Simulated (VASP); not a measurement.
Wanted: the native input for a VASP 6.6.1 run.

| Quantity | Value |
| --- | --- |
| Task | electric field gradients |
| Functional | PBEsol |
| Potentials or basis | VASP PAW PBE potentials, release 64 (K_sv, Cl) |
| Cutoff | 400 eV |
| k mesh | 7 × 7 × 7 |
| Occupations | fermi-dirac, width 0.01 eV |
| Spin | no spin polarisation |
| Dipole correction | no |
| Further INCAR settings | ALGO = Normal; EDIFF = 1e-08; NBANDS = 15 |

The structure of KCl lies in POSCAR:

```
KCl
1.0
    3.5613200000      0.0000000000      0.0000000000
    0.0000000000      3.5613200000      0.0000000000
    0.0000000000      0.0000000000      3.6340000000
K Cl
1 1
Direct
    0.0000000000      0.0000000000      0.0000000000
    0.5000000000      0.5000000000      0.5000000000
```

This cell differs from its parent crystal: equal xx and yy strain of -2 %.

One way to write it, as run:

INCAR

```
SYSTEM = KCl
PREC     = Accurate       ! precision mode
ENCUT    = 400            ! plane-wave cutoff, eV
EDIFF    = 1E-8           ! SCF threshold, eV
ISMEAR   = -1             ! smearing method
SIGMA    = 0.01           ! smearing width, eV
LREAL    = .False.        ! projectors in reciprocal space
LASPH    = .True.         ! aspherical terms in the spheres
NELM     = 120            ! most SCF steps
ALGO     = Normal         ! electronic algorithm
ISIF     = 2              ! what is computed and relaxed
LWAVE    = .False.        ! write WAVECAR
LCHARG   = .False.        ! write CHGCAR
GGA      = PS             ! functional
LEFG     = .True.       
NBANDS   = 15             ! bands
GGA_COMPAT= .False.
```

KPOINTS

```
regular mesh
0
Gamma
  7 7 7
  0 0 0
```

Potentials or basis: VASP PAW PBE potentials, release 64 (K_sv, Cl).

The run is started by

```bash
$ cat potpaw_PBE.64/K_sv/POTCAR potpaw_PBE.64/Cl/POTCAR > POTCAR
$ mpirun -np 1 vasp_std > vasp.out
```

Results of the run:

```
Pressure                                : 3.9 GPa
Band gap on the k mesh                  : 5.56 eV (least direct gap 5.76 eV)
Largest electric field gradient by atom : K -2.8; Cl +5.3 V/Å²
```

Caveat: the cell differs from its parent crystal (equal xx and yy strain of -2 %); the cell stands under pressure; without QUAD_EFG the Cq values of the log hold for a quadrupole moment of 1 mb, not for the nuclei; the PAW data sets were made with another functional, which shifts forces and pressure a little.

Wall time 18 s on 1 thread of Intel Xeon 8259CL, with other jobs on the host, peak memory 0.14 GiB.
